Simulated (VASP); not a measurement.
Crystal: Sb.

```xyz
1
Lattice="0.0000 2.3712 2.3712 2.3712 0.0000 2.3712 2.3712 2.3712 0.0000" Properties=species:S:1:pos:R:3 pbc="T T T"
Sb    0.0000    0.0000    0.0000
```

* Program: VASP 6.6.1
* Task: relaxation of cell and atoms
* Functional: PBE
* Potentials or basis: VASP PAW PBE potentials, release 64 (Sb)
* Cutoff: 600 eV
* k mesh: 10 × 10 × 10
* Occupations: fermi-dirac, width 0.05 eV
* Spin: no spin polarisation

At the start: pressure 1.7 GPa; volume 26.67 Å³/atom.

**Question.** How do energy, volume and symmetry change on relaxing?

**Answer.** Over 3 steps the energy falls by 4.0 meV/atom and the volume is 27.43 Å³/atom (+2.9 %); space group Fm-3m (No. 225, to 0.05 Å).

The path:
```tsv
step	energy change (eV)	largest force (eV/Å)	pressure (GPa)	volume (Å³)
1	0.0000	0.0000	1.73	26.67
2	-0.0032	0.0000	-0.76	27.79
3	-0.0040	0.0000	0.00	27.43
```

Final structure:
```
CELL_PARAMETERS angstrom
0.00000 2.39358 2.39358
2.39358 0.00000 2.39358
2.39358 2.39358 0.00000
ATOMIC_POSITIONS crystal
Sb 0.00000 0.00000 0.00000
```
